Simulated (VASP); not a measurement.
Here is a VASP 6.6.1 calculation.

The input POSCAR:

```
V
1.0
   -1.4910375985      1.4910375985      1.4910375985
    1.4910375985     -1.4910375985      1.4910375985
    1.4910375985      1.4910375985     -1.4910375985
V
1
Direct
    0.0000000000      0.0000000000      0.0000000000
```

The input INCAR.step1:

```
  PREC = Accurate
  ENCUT = 520
  ISMEAR = 0
  SIGMA = 0.05
  LREAL = False
  LASPH = True
  NELM = 80
  NBANDS = 12
  GGA = PE
  ALGO = Normal
  EDIFF = 1E-4
  LWAVE = True
  LCHARG = False
```

Contents of INCAR.step2:

```
  PREC = Accurate
  ENCUT = 520
  EDIFF = 1E-6
  ISMEAR = 0
  SIGMA = 0.05
  LREAL = False
  LASPH = True
  NELM = 80
  ALGO = Normal
  ISIF = 2
  LWAVE = False
  LCHARG = False
  METAGGA = R2SCAN
  LMIXTAU = True
  NBANDS = 12
  ISTART = 1
```

File KPOINTS:

```
Automatic mesh
0
Gamma
  20 20 20
```

Potentials or basis: VASP PAW PBE potentials, release 64 (V_sv).

Run with:

```sh
$ cat potpaw_PBE.64/V_sv/POTCAR > POTCAR
$ cp INCAR.step1 INCAR
$ mpirun -np 1 vasp_std > vasp.out
$ cp INCAR.step2 INCAR
$ mpirun -np 1 vasp_std > vasp.out
```

(1) Predict the pressure.

Results:

(1) 0.7 GPa.

Caveat: the PAW data sets were made with another functional, which shifts forces and pressure a little.
